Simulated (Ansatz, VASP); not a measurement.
**Two plane-wave programs on H2Os3**

```
H Os
1.0
     2.86776    0.00000    0.00000
    -1.43388    2.48355    0.00000
     0.00000    0.00000    6.97063
H Os
2 3
Cartesian
  1.4339 0.8278 1.4211
  1.4339 0.8278 5.5495
  0.0000 0.0000 2.2116
  0.0000 0.0000 4.7590
  0.0000 1.6557 0.0000
```

Alike in both runs: functional PBE; k mesh 6 × 6 × 4; occupations gaussian, width 0.1 eV; no spin polarisation.

Ansatz relaxed the structure, and its values are those at the end. VASP's run is a single point on that final structure, the one shown.

```csv
,VASP,Ansatz
version,VASP 6.6.1,Ansatz 0.2.0
potentials or method,"VASP PAW PBE potentials, release 64 (H, Os), cutoff 520 eV","scalar-relativistic, plane waves, PAW"
valence electrons in the cell,26,50
```

|  | VASP | Ansatz | Ansatz less VASP |
| --- | --- | --- | --- |
| gap on the k mesh at the Fermi level (eV) | none | none | - |
| pressure (GPa) | 0.6 | 0.0 | -0.65 |
| rms of the force components (eV/Å) | 0.042 | 0.001 | -0.0411 |

A gap of «none» marks a metal or a gap that the smearing closes. VASP's potentials hold 26 valence electrons a cell and Ansatz's 50, so a difference there can come from the potentials and not from the codes.

The k mesh is coarse, so the values compare programs but aren't converged. Neither program's run includes spin-orbit coupling.
